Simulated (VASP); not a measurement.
Mg: single point with PBE

Mg:

```xyz
1
Lattice="-1.8676 1.8676 1.7347 1.8676 -1.8676 1.7347 1.8676 1.8676 -1.7347" Properties=species:S:1:pos:R:3 pbc="T T T"
Mg    0.0000    0.0000    0.0000
```

| Property | Result |
| --- | --- |
| Program | VASP 6.6.1 |
| Task | single point |
| Functional | PBE |
| Potentials or basis | VASP PAW PBE potentials, release 64 (Mg) |
| Cutoff | 520 eV |
| k mesh | 20 × 20 × 20 |
| Occupations | gaussian, width 0.15 eV |
| Spin | no spin polarisation |
| Dipole correction | no |
| Further INCAR settings | ALGO = Normal; EDIFF = 1e-06; NBANDS = 7 |

* Pressure: -1.8 GPa
* Band gap on the k mesh: zero (bands 1 and 2 overlap by 4.43 eV)

Levels at points of the mesh, in eV from the Fermi level:
| k point | band 1 | band 2 | band 3 | band 4 |
| --- | --- | --- | --- | --- |
| (0.00, 0.00, 0.00) | -6.74 | 11.74 | 13.19 | 13.19 |
| (0.50, 0.00, 0.00) | -1.31 | -0.75 | 8.04 | 8.56 |
| (0.50, 0.50, 0.00) | -1.62 | -1.28 | 9.31 | 9.75 |
| (0.50, 0.50, 0.50) | 3.15 | 3.15 | 3.64 | 4.09 |

It took 18 s on 1 thread of Intel(R) Xeon(R) 6975P-C (Granite Rapids) (shared host), peak memory 0.23 GiB.
